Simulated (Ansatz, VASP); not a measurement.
**One calculation of BP, two programs**

Contents of INCAR:

```
PREC = Accurate
ENCUT = 520
EDIFF = 1E-6
ISMEAR = 0
SIGMA = 0.05
LREAL = False
LASPH = True
NELM = 100
ALGO = Normal
ISIF = 2
LWAVE = False
LCHARG = False
GGA = PE
NBANDS = 11
```

File KPOINTS:

```
regular mesh
0
Gamma
  10 10 10
```

File POSCAR:

```
BP
1.0
    0.0000000000      2.1782400000      2.4505200000
    2.1782400000      0.0000000000      2.4505200000
    2.1782400000      2.1782400000      0.0000000000
B P
1 1
Direct
    0.0000000000      0.0000000000      0.0000000000
    0.7500000000      0.7500000000      0.7500000000
```

Input for Ansatz:

```yaml
crystal:
  lattice:
    - [0.0, 2.17824, 2.45052]
    - [2.17824, 0.0, 2.45052]
    - [2.17824, 2.17824, 0.0]
  atoms:
    - { symbol: B, position: [0.0, 0.0, 0.0] }
    - { symbol: P, position: [0.75, 0.75, 0.75] }
basis:
  ecutwfc: 420
kpoints:
  mp_grid: { grid: [10, 10, 10] }
hamiltonian:
  xc: pbe
scf:
  occupations: { method: gaussian, width: 0.05 }
output:
  forces: true
  stress: true
  eigenvalues: true
  write_density: true
  write_potential: true
  elf: true
  volumetric_format: npy
```

Change from the starting cell: strain -0.040 along x and y, +0.080 along z, atoms carried along.

Alike in both runs: task single point; functional PBE; k mesh 10 × 10 × 10; occupations gaussian, width 0.05 eV; no spin polarisation.

|  | VASP | Ansatz |
| --- | --- | --- |
| version | VASP 6.6.1 | Ansatz 0.2.0 |
| potentials or method | VASP PAW PBE potentials, release 64 (B, P), cutoff 520 eV | scalar-relativistic, plane waves, PAW |
| valence electrons in the cell | 8 | 8 |

```tsv
	VASP	Ansatz	Ansatz less VASP
gap on the k mesh at the Fermi level (eV)	0.33	0.34	+0.005
least direct gap on the mesh (eV)	2.83	2.83	+0.004
pressure (GPa)	1.5	1.8	+0.23
traceless stress, the component that is largest in VASP (GPa)	-24.38	-24.35	+0.034
```

The functional is the same, so the differences come from potentials, cutoffs and numerics.
